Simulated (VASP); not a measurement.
Input of a VASP 6.6.1 run:

Contents of INCAR:

```
SYSTEM = TiCo3
PREC = Accurate
ENCUT = 520
EDIFF = 1E-6
ISMEAR = -1
SIGMA = 0.05
LREAL = .FALSE.
LASPH = .TRUE.
NELM = 60
ALGO = Normal
ISIF = 2
LWAVE = .FALSE.
LCHARG = .FALSE.
GGA = PS
NBANDS = 28
```

KPOINTS

```
regular mesh
0
G
  10 10 10
  0 0 0
```

The input POSCAR:

```
TiCo3
1.0
    3.7947537506      0.0000000000      0.0000000000
    0.0000000000      3.7947537506      0.0000000000
    0.0000000000      0.0000000000      3.7947537506
Ti Co
1 3
Direct
    0.0000000000      0.0000000000      0.0000000000
    0.0000000000      0.5000000000      0.5000000000
    0.5000000000      0.0000000000      0.5000000000
    0.5000000000      0.5000000000      0.0000000000
```

Potentials or basis: VASP PAW PBE potentials, release 64 (Ti_sv, Co).

Run with:

```bash
$ cat potpaw_PBE.64/Ti_sv/POTCAR potpaw_PBE.64/Co/POTCAR > POTCAR
$ mpirun -np 1 vasp_std > vasp.out
```

(1) Estimate the pressure.

(2) Estimate the band gap on the k mesh.

Answers

(1) -32.2 GPa.

(2) zero (an odd number of electrons rules out a gap without spin polarisation).

Caveat: the cell stands under tension; the PAW data sets were made with another functional, which shifts forces and pressure a little; the run has no spin polarisation, though such a crystal can be magnetic.
